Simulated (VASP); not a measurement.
Here is a VASP 6.6.1 calculation.

File INCAR:

```
SYSTEM = Re
  PREC = Accurate
  ENCUT = 600
  EDIFF = 1E-6
  ISMEAR = 1
  SIGMA = 0.1
  LREAL = .False.
  LASPH = .True.
  NELM = 60
  ALGO = Normal
  ISIF = 3
  LWAVE = .False.
  LCHARG = .False.
  GGA = PE
  IBRION = 2
  NSW = 80
  EDIFFG = -0.02
  PSTRESS = 200.0
```

KPOINTS

```
Automatic mesh
0
Gamma
  10 10 10
  0 0 0
```

File POSCAR:

```
Re
1.0
    2.5300000000      0.0000000000      0.0000000000
    0.0000000000      2.5300000000      0.0000000000
    0.0000000000      0.0000000000      2.5300000000
Re
1
Direct
    0.0000000000      0.0000000000      0.0000000000
```

Potentials or basis: VASP PAW PBE potentials, release 64 (Re).

Command:

```console
$ cat potpaw_PBE.64/Re/POTCAR > POTCAR
$ mpirun -np 1 vasp_std > vasp.out
```

Q: Estimate the relaxed cell.

A: a = 2.519 Å, b = 2.519 Å, c = 2.519 Å, α = 90.00°, β = 90.00°, γ = 90.00°.

Q: What does it give for the relaxed volume?

A: 15.99 Å³/atom.

Final structure:
```xyz
1
Lattice="2.5192 0.0000 0.0000 0.0000 2.5192 0.0000 0.0000 0.0000 2.5192" Properties=species:S:1:pos:R:3 pbc="T T T"
Re    0.0000    0.0000    0.0000
```

Caveat: the cell is relaxed towards a set pressure, so the enthalpy falls and the energy may rise.
